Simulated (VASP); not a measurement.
# In2CuO4 (I4/mmm) in VASP: single point with PBEsol+U

Aim: the single point of In2CuO4 with PBEsol+U.

Program: VASP 6.6.1. These are calculated values, not measurements. Logs are shortened: lines on timing, memory, paths and dates and some standing lists are left out, and cuts for length are marked.

## Step 1: The cell of the first run

It takes space group I4/mmm (No. 139, tetragonal). Conventional cell: a = 3.957 Å, b = 3.957 Å, c = 12.080 Å, α = 90.00°, β = 90.00°, γ = 90.00°. Within 3.1 Å of In (site symmetry 4mm) lie 8 O at 2.34 to 2.66 Å. Within 2.6 Å of Cu (site symmetry 4/mmm) lie 4 O at 1.98 Å. Within 2.8 Å of O (site symmetry mmm) lie 2 Cu at 1.98 Å and 4 In at 2.66 Å and 4 O at 2.80 Å. O (site symmetry -4m2) has 4 In at 2.34 Å and 6 O at 2.80 to 3.02 Å within 3.1 Å.

## Step 2: Single point, PBEsol+U, collinear spin

INCAR reads:

```
SYSTEM = In2CuO4
PREC     = Accurate       ! precision mode
ENCUT    = 520            ! plane-wave cutoff, eV
EDIFF    = 1E-6           ! SCF threshold, eV
ISMEAR   = 0              ! smearing method
SIGMA    = 0.05           ! smearing width, eV
LREAL    = .False.        ! projectors in reciprocal space
LASPH    = .True.         ! aspherical terms in the spheres
NELM     = 150            ! most SCF steps
ALGO     = Normal         ! electronic algorithm
ISIF     = 2              ! what is computed and relaxed
LWAVE    = .False.        ! write WAVECAR
LCHARG   = .False.        ! write CHGCAR
ISPIN    = 2              ! spin polarisation
MAGMOM   = 0 0 1 0 0 0 0  ! initial moments
LORBIT   = 11             ! projections on sites
LMAXMIX  = 4              ! l up to which the mixer works
LDAU     = .True.         ! DFT+U
LDAUTYPE = 1            
LDAUL    = -1 2 -1        ! shell
LDAUU    = 0 3 0          ! U, eV
LDAUJ    = 0 0.5 0      
LDAUPRINT= 1            
GGA      = PS             ! functional
NBANDS   = 44             ! bands
LUSENCCL = .False.
```

KPOINTS reads:

```
Automatic mesh
0
Gamma
  7 7 7
  0 0 0
```

POSCAR reads:

```
In2CuO4
1.0
   -1.9784999400      1.9784999400      6.0399998300
    1.9784999400     -1.9784999400      6.0399998300
    1.9784999400      1.9784999400     -6.0399998300
In Cu O
2 1 4
Direct
    0.3529000000      0.3529000000      0.0000000000
    0.6471000000      0.6471000000      0.0000000000
    0.0000000000      0.0000000000      0.0000000000
    0.5000000000      0.0000000000      0.5000000000
    0.0000000000      0.5000000000      0.5000000000
    0.7500000000      0.2500000000      0.5000000000
    0.2500000000      0.7500000000      0.5000000000
```

Potentials or basis: VASP PAW PBE potentials, release 64 (In_d, Cu, O).

Launch:

```bash
> cat potpaw_PBE.64/In_d/POTCAR potpaw_PBE.64/Cu/POTCAR potpaw_PBE.64/O/POTCAR > POTCAR
> mpirun -np 1 vasp_std > vasp.out
```

OUTCAR:

```text
SYSTEM = In2CuO4
   PREC = Accurate
   ENCUT = 520
   EDIFF = 1E-6
   ISMEAR = 0
   LREAL = .False.
   LASPH = .True.
   NELM = 150
   ISIF = 2
   ISPIN = 2
   LORBIT = 11
   GGA = PS

 ion  position               nearest neighbor table
   1  0.353  0.353  0.000-   6 2.34   7 2.34   7 2.34   6 2.34   4 2.66   5 2.66   5 2.66   4 2.66
                             3 3.31   3 3.31   3 3.31   3 3.31   2 3.55   2 3.74   2 3.74   2 3.74
   2  0.647  0.647  0.000-   7 2.34   6 2.34   6 2.34   7 2.34   4 2.66   5 2.66   4 2.66   5 2.66
                             3 3.31   3 3.31   3 3.31   3 3.31   1 3.55   1 3.74   1 3.74   1 3.74
   3  0.000  0.000  0.000-   4 1.98   5 1.98   5 1.98   4 1.98   2 3.31   2 3.31   2 3.31   1 3.31
                             2 3.31   1 3.31   1 3.31   1 3.31
   4  0.500  0.000  0.500-   3 1.98   3 1.98   2 2.66   1 2.66   1 2.66   2 2.66
   5  0.000  0.500  0.500-   3 1.98   3 1.98   2 2.66   1 2.66   2 2.66   1 2.66
   6  0.750  0.250  0.500-   1 2.34   2 2.34   1 2.34   2 2.34
   7  0.250  0.750  0.500-   1 2.34   2 2.34   1 2.34   2 2.34

  LATTYP: Found a body centered tetragonal cell.
 ALAT       =     3.9569998800
 C/A-ratio  =     3.0528177979

  Lattice vectors:

 A1 = (  -1.9784999400,   1.9784999400,   6.0399998300)
 A2 = (   1.9784999400,  -1.9784999400,   6.0399998300)
 A3 = (   1.9784999400,   1.9784999400,  -6.0399998300)

Analysis of symmetry for initial positions (statically):
=====================================================================
 Subroutine PRICEL returns:
 Original cell was already a primitive cell.

 Routine SETGRP: Setting up the symmetry group for a
 body centered tetragonal supercell.

 Subroutine GETGRP returns: Found 16 space group operations
 (whereof 16 operations were pure point group operations)
 out of a pool of 16 trial point group operations.

The static configuration has the point symmetry D_4h.

Analysis of symmetry for dynamics (positions and initial velocities):
=====================================================================
 Subroutine PRICEL returns:
 Original cell was already a primitive cell.

 Routine SETGRP: Setting up the symmetry group for a
 body centered tetragonal supercell.

 Subroutine GETGRP returns: Found 16 space group operations
 (whereof 16 operations were pure point group operations)
 out of a pool of 16 trial point group operations.

The dynamic configuration has the point symmetry D_4h.

Analysis of structural, dynamic, and magnetic symmetry:
=====================================================================
 Subroutine PRICEL returns:
 Original cell was already a primitive cell.

 Routine SETGRP: Setting up the symmetry group for a
 body centered tetragonal supercell.

 Subroutine GETGRP returns: Found 16 space group operations
 (whereof 16 operations were pure point group operations)
 out of a pool of 16 trial point group operations.

The overall configuration has the point symmetry D_4h.

 Subroutine INISYM returns: Found 16 space group operations
 (whereof 16 operations are pure point group operations),
 and found     1 'primitive' translations

----------------------------------------------------------------------------------------

                                     Primitive cell

  volume of cell :      94.5734

  direct lattice vectors                    reciprocal lattice vectors
    -1.978499940  1.978499940  6.039999830     0.000000000  0.252716712  0.082781459
     1.978499940 -1.978499940  6.039999830     0.252716712  0.000000000  0.082781459
     1.978499940  1.978499940 -6.039999830     0.252716712  0.252716712  0.000000000

  length of vectors
     6.656614903  6.656614903  6.656614903     0.265929514  0.265929514  0.357395402

  position of ions in fractional coordinates (direct lattice)
     0.352900000  0.352900000  0.000000000
     0.647100000  0.647100000  0.000000000
     0.000000000  0.000000000  0.000000000
     0.500000000  0.000000000  0.500000000
     0.000000000  0.500000000  0.500000000
     0.750000000  0.250000000  0.500000000
     0.250000000  0.750000000  0.500000000

  ion indices of the primitive-cell ions
   primitive index   ion index
                 1           1
                 2           2
                 3           3
                 4           4
                 5           5
                 6           6
                 7           7

----------------------------------------------------------------------------------------

[... 79 lines left out ...]
   PSTRESS=    0.0 pullay stress
   NELECT =      61.0000    total number of electrons
   NUPDOWN=      -1.0000    fix difference up-down
   EMIN   =  10.00;   EMAX   =-10.00  energy-range for DOS
   EFERMI =   0.00;   METHOD = LEGACY
   ISMEAR =     0;   SIGMA  =   0.05  broadening in eV -4-tet -1-fermi 0-gaus
   EFERMI_NEDOS =   21; number of points for ismear=-14 and -15
   IALGO  =     38    algorithm
   IMIX   =      4    mixing-type and parameters
     AMIX     =   0.40;   BMIX     =  1.00
     AMIX_MAG =   1.60;   BMIX_MAG =  1.00
  volume/ion in A,a.u.               =      13.51        91.17
  Fermi-wavevector in a.u.,A,eV,Ry     =   1.414474  2.672969 27.221693  2.000738
  Thomas-Fermi vector in A             =   2.536013
   LORBIT       =     11    0 simple, 1 ext, 2 COOP (PROOUT), +10 PAW based schemes
 LDA+U is selected, type is set to LDAUTYPE =  1
   angular momentum for each species LDAUL =    -1    2   -1
   U (eV)           for each species LDAUU =   0.0  3.0  0.0
   J (eV)           for each species LDAUJ =   0.0  0.5  0.0
   GGA     = PS    functional components
   LHFCALC =     F    Hartree Fock is set to
   AEXX    =    0.0000 exact exchange contribution
   IVDW    =     0    specifies the selected vdW correction
   LEPSILON=     F    determine dielectric tensor
   LRPA    =     F    only Hartree local field effects (RPA)
 spin polarized calculation
 Gauss-broadening in eV      SIGMA  =   0.05
  energy-cutoff  :      520.00
  volume of cell :       94.57
 maximum number of plane-waves:      2599
 NGX is ok and might be reduce to    50
   NGX = 25   NGY = 25   NGZ = 25

atom =   3  type =  2  l = 2

 onsite density matrix

spin component  1

  0.9711 -0.0000 -0.0000 -0.0000 -0.0000
 -0.0000  0.9667 -0.0000 -0.0000 -0.0000
 -0.0000 -0.0000  0.9371  0.0000 -0.0000
 -0.0000 -0.0000  0.0000  0.9667 -0.0000
 -0.0000 -0.0000 -0.0000 -0.0000  0.8741

spin component  2

  0.9703 -0.0000  0.0000 -0.0000  0.0000
 -0.0000  0.9661 -0.0000  0.0000  0.0000
  0.0000 -0.0000  0.9341  0.0000 -0.0000
 -0.0000  0.0000  0.0000  0.9661 -0.0000
  0.0000  0.0000 -0.0000 -0.0000  0.6575

 occupancies and eigenvectors

  o =  0.6575  v =  0.0000  0.0000  0.0000  0.0000  0.0000  0.0000  0.0000 -0.0000  0.0000 -1.0000      0.0000  0.0000  0.0000  0.0000  0.0000  0.0000  0.0000  0.0000  0.0000  0.0000
  o =  0.8741  v =  0.0000  0.0000 -0.0000  0.0000 -1.0000  0.0000  0.0000  0.0000  0.0000  0.0000      0.0000  0.0000  0.0000  0.0000  0.0000  0.0000  0.0000  0.0000  0.0000  0.0000
  o =  0.9341  v =  0.0000  0.0000  0.0000  0.0000  0.0000  0.0000 -0.0000 -1.0000  0.0000  0.0000      0.0000  0.0000  0.0000  0.0000  0.0000  0.0000  0.0000  0.0000  0.0000  0.0000
  o =  0.9371  v = -0.0000  0.0000 -1.0000  0.0000  0.0000 -0.0000 -0.0000 -0.0000 -0.0000 -0.0000      0.0000  0.0000  0.0000 -0.0000 -0.0000  0.0000  0.0000  0.0000  0.0000  0.0000
  o =  0.9661  v =  0.0000  0.0000  0.0000  0.0000  0.0000  0.0000 -0.7552 -0.0000 -0.6555 -0.0000      0.0000  0.0000  0.0000  0.0000  0.0000  0.0000  0.0000  0.0000  0.0000  0.0000
  o =  0.9661  v =  0.0000  0.0000  0.0000  0.0000  0.0000  0.0000  0.6555 -0.0000 -0.7552  0.0000      0.0000  0.0000  0.0000  0.0000  0.0000  0.0000  0.0000  0.0000  0.0000  0.0000
  o =  0.9667  v =  0.0000 -0.0427  0.0000  0.9991  0.0000  0.0000  0.0000  0.0000  0.0000  0.0000      0.0000  0.0000  0.0000  0.0000  0.0000  0.0000  0.0000  0.0000  0.0000  0.0000
  o =  0.9667  v =  0.0000  0.9991  0.0000  0.0427  0.0000  0.0000  0.0000  0.0000  0.0000  0.0000      0.0000  0.0000  0.0000  0.0000  0.0000  0.0000  0.0000  0.0000  0.0000  0.0000
  o =  0.9703  v =  0.0000  0.0000  0.0000  0.0000  0.0000  1.0000  0.0000  0.0000  0.0000  0.0000      0.0000  0.0000  0.0000  0.0000  0.0000  0.0000  0.0000  0.0000  0.0000  0.0000
  o =  0.9711  v =  1.0000  0.0000  0.0000  0.0000  0.0000  0.0000  0.0000  0.0000  0.0000  0.0000      0.0000  0.0000  0.0000  0.0000  0.0000  0.0000  0.0000  0.0000  0.0000  0.0000

 number of electron      61.0000003 magnetization       0.3321639

 Free energy of the ion-electron system (eV)
  ---------------------------------------------------
  ext. energy  EPLUGINS =         0.00000000
  ---------------------------------------------------
  free energy    TOTEN  =       -36.95110790 eV

  energy without entropy =      -36.94935912  energy(sigma->0) =      -36.95023351

 E-fermi :   4.6727     XC(G=0): -11.0843

 val. band max:        4.6517663435   @ k =   0.4286   0.4286   0.0000
 cond. band min:       4.8783959325   @ k =  -0.2857   0.1429   0.0000
 fundamental gap:      0.2266295891
 Fermi energy:         4.6726974255

 spin component 1

 k-point     1 :       0.0000    0.0000    0.0000
  band No.  band energies     occupation
      1     -13.2840      1.00000
      2     -12.2122      1.00000
      3     -12.0861      1.00000
      4     -11.3992      1.00000
      5      -8.6622      1.00000
      6      -8.6622      1.00000
[... 2153 lines left out ...]
     41      14.8611      0.00000
     42      17.0645      0.00000

 [... further k-points ...]

 [bands above 42 left out]

------------------------ aborting loop because EDIFF is reached ----------------------------------------

  FORCE on cell =-STRESS in cart. coord.  units (eV):
  Direction    XX          YY          ZZ          XY          YZ          ZX
  --------------------------------------------------------------------------------------
  -------------------------------------------------------------------------------------
  Total      -11.5785434    -11.5785434    -11.2955067      0.0000000      0.0000000      0.0000000
  in kB     -196.1532503   -196.1532503   -191.3582982      0.0000000      0.0000000      0.0000000
  external PRESSURE =    -194.5549330 kB  Pullay stress =       0.0000000 kB

 VOLUME and BASIS-vectors are now :
 -----------------------------------------------------------------------------
  energy-cutoff  :      520.00
  volume of cell :       94.57
      direct lattice vectors                 reciprocal lattice vectors
    -1.978499940  1.978499940  6.039999830     0.000000000  0.252716712  0.082781459
     1.978499940 -1.978499940  6.039999830     0.252716712  0.000000000  0.082781459
     1.978499940  1.978499940 -6.039999830     0.252716712  0.252716712  0.000000000

 POSITION                                       TOTAL-FORCE (eV/Angst)
 -----------------------------------------------------------------------------------
      0.00000      0.00000      4.26303         0.000000     -0.000000     -1.622721
      0.00000      0.00000      7.81697         0.000000     -0.000000      1.622721
      0.00000      0.00000      0.00000         0.000000     -0.000000      0.000000
      0.00000      1.97850      0.00000         0.000000     -0.000000      0.000000
      1.97850      0.00000      0.00000         0.000000     -0.000000      0.000000
     -0.00000      1.97850      3.02000         0.000000      0.000000      0.000000
      1.97850     -0.00000      3.02000        -0.000000      0.000000      0.000000
 -----------------------------------------------------------------------------------
    total drift:                                0.000000      0.000000     -0.000000

  FREE ENERGIE OF THE ION-ELECTRON SYSTEM (eV)
  ---------------------------------------------------
  free  energy   TOTEN  =       -36.9511078980 eV

  energy  without entropy=      -36.9493591236  energy(sigma->0) =      -36.95023351

 total charge

# of ion       s       p       d       tot
------------------------------------------
    1        0.633   0.439   9.955  11.027
    2        0.633   0.439   9.955  11.027
    3        0.358   0.343   9.189   9.890
    4        1.572   3.300   0.000   4.872
    5        1.572   3.300   0.000   4.872
    6        1.573   3.307   0.000   4.880
    7        1.573   3.307   0.000   4.880
--------------------------------------------------
tot          7.916  14.434  29.099  51.449

 magnetization (x)

# of ion       s       p       d       tot
------------------------------------------
    1       -0.001  -0.001   0.000  -0.002
    2       -0.001  -0.001   0.000  -0.002
    3        0.007   0.007   0.222   0.236
    4        0.004   0.037   0.000   0.040
    5        0.004   0.037   0.000   0.040
    6       -0.000   0.004   0.000   0.004
    7       -0.000   0.004   0.000   0.004
--------------------------------------------------
tot          0.013   0.087   0.222   0.321
```

Wall time 1.9 min (1 × NVIDIA H100 80GB with 1 thread of Intel Xeon Platinum 8481C at 2.70GHz (Sapphire Rapids), shared host); peak memory 1.5 GiB.

Results:

```
Free energy                                           : -36.9511 eV
Pressure                                              : -19.5 GPa
Largest force                                         : 1.623 eV/Å
Net moment                                            : 0.33 μB per cell
Site moments                                          : In -0.00; Cu +0.24; O +0.04, +0.00 (each value once) μB
Valence electrons inside the program's atomic spheres : In 11.03; Cu 9.89; O 4.87, 4.88 (each value once)
```

Forces on the atoms (eV/Å):
```
In   0.000  0.000 -1.623
In   0.000  0.000  1.623
Cu   0.000  0.000  0.000
O    0.000  0.000  0.000
O    0.000  0.000  0.000
O    0.000  0.000  0.000
O    0.000  0.000  0.000
```

Stress tensor (GPa, compression positive):
```
-19.62   0.00   0.00
  0.00 -19.62   0.00
  0.00   0.00 -19.14
```

Eigenvalues of the final occupation matrices:
| site | spin | trace | eigenvalues |
| --- | --- | --- | --- |
| site 3 d | 1 | 4.72 | 0.87 0.94 0.97 0.97 0.97 |
| site 3 d | 2 | 4.49 | 0.66 0.93 0.97 0.97 0.97 |

Caveat: the cell stands under tension; a moment this small can come from the mesh or the smearing; the PAW data sets were made with another functional, which shifts forces and pressure a little; spin-orbit coupling is left out, which moves the levels of the heavy elements.
